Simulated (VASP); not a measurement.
The system is Zn.

```xyz
1
Lattice="1.4339 0.8279 2.0329 -1.4339 0.8279 2.0329 0.0000 -1.6558 2.0329" Properties=species:S:1:pos:R:3 pbc="T T T"
Zn    0.0000    0.0000    3.0494
```

- Program: VASP 6.6.1
- Task: relaxation of cell and atoms
- Functional: PBEsol
- Potentials or basis: VASP PAW PBE potentials, release 64 (Zn)
- Cutoff: 600 eV
- k mesh: 24 × 24 × 24
- Occupations: gaussian, width 0.1 eV
- Spin: no spin polarisation

At the start: pressure 0.1 GPa; volume 14.48 Å³/atom.

Where does the relaxation end?

Over 10 steps the energy falls by 15.2 meV/atom and the volume is 14.21 Å³/atom (-1.9 %); space group R-3m (No. 166, to 0.05 Å).

Step by step:
| step | energy change (eV) | largest force (eV/Å) | pressure (GPa) | volume (Å³) |
| --- | --- | --- | --- | --- |
| 1 | 0.0000 | 0.0000 | 0.15 | 14.48 |
| 2 | -0.0080 | 0.0000 | -0.67 | 14.50 |
| 3 | -0.0120 | 0.0000 | -1.53 | 14.53 |
| 4 | -0.0126 | 0.0000 | -1.59 | 14.53 |
| 5 | -0.0132 | 0.0000 | -1.69 | 14.53 |
| 6 | -0.0147 | 0.0000 | 1.01 | 14.05 |
| 7 | -0.0151 | 0.0000 | 0.10 | 14.20 |
| 8 | -0.0151 | 0.0000 | 0.08 | 14.21 |
| 9 | -0.0152 | 0.0000 | 0.04 | 14.21 |
| 10 | -0.0152 | 0.0000 | 0.04 | 14.21 |

Final structure:
```
Zn
1.0
     1.36677    0.78910    2.19556
    -1.36677    0.78910    2.19556
     0.00000   -1.57821    2.19556
Zn
1
Direct
  0.50000 0.50000 0.50000
```

Caveat: the PAW data sets were made with another functional, which shifts forces and pressure a little.
